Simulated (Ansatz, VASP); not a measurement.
LiSe: VASP beside Ansatz

Contents of INCAR:

```
SYSTEM = LiSe
PREC = Accurate
ENCUT = 600
EDIFF = 1E-7
ISMEAR = 0
SIGMA = 0.1
LREAL = .False.
LASPH = .True.
NELM = 100
ALGO = Normal
ISIF = 3
LWAVE = .False.
LCHARG = .False.
GGA = PE
IBRION = 2
NSW = 100
EDIFFG = -0.01
```

Contents of KPOINTS:

```
regular mesh
0
Gamma
  18 18 14
  0 0 0
```

File POSCAR:

```
LiSe
1.0
    3.0593618369      0.0000000000      0.0000000000
    0.0000000000      3.0593618369      0.0000000000
    0.0000000000      0.0000000000      3.8095920717
Li Se
1 1
Direct
    0.5000000000      0.5000000000      0.0000000000
    0.0000000000      0.0000000000      0.5000000000
```

Input for Ansatz:

```yaml
crystal:
  lattice:
    - [3.0593618369, 0.0, 0.0]
    - [0.0, 3.0593618369, 0.0]
    - [0.0, 0.0, 3.8095920717]
  atoms:
    - { symbol: Li, position: [0.5, 0.5, 0.0] }
    - { symbol: Se, position: [0.0, 0.0, 0.5] }
basis:
  ecutwfc: 420
kpoints:
  mp_grid: { grid: [18, 18, 14] }
hamiltonian:
  xc: pbe
scf:
  occupations: { method: gaussian, width: 0.1 }
output:
  forces: true
  stress: true
  eigenvalues: true
relax:
  adjacent_minimum: "off"
  f_tol: 0.01
  max_steps: 80
  cell: { stress_tol: 0.05 }
```

Change from the starting cell: ordered vacancies on the anion sites of rutile (Pmn2_1, No. 31).

Alike in both runs: task relaxation of cell and atoms; functional PBE; k mesh 18 × 18 × 14; occupations gaussian, width 0.1 eV; no spin polarisation.

```csv
,VASP,Ansatz
version,VASP 6.6.1,Ansatz 0.2.0
potentials or method,"VASP PAW PBE potentials, release 64 (Li_sv, Se), cutoff 600 eV","scalar-relativistic, plane waves, PAW"
valence electrons in the cell,9,19
```

Ansatz gave:

* gap on the k mesh at the Fermi level, each at its own relaxed structure (eV): none
* relaxed volume (Å³/atom): 17.78
* relaxed cell length with the largest relative difference (Å): 3.786

Problem. What did VASP give for the same quantities?

Solution. gap on the k mesh at the Fermi level, each at its own relaxed structure (eV): none; relaxed volume (Å³/atom): 17.77; relaxed cell length with the largest relative difference (Å): 3.784.

A gap of «none» marks a metal or a gap that the smearing closes. VASP's potentials hold 9 valence electrons a cell and Ansatz's 19, so a difference there can come from the potentials and not from the codes.

Noted on VASP's run: the cutoff is short for stress, so the pressure is rough.
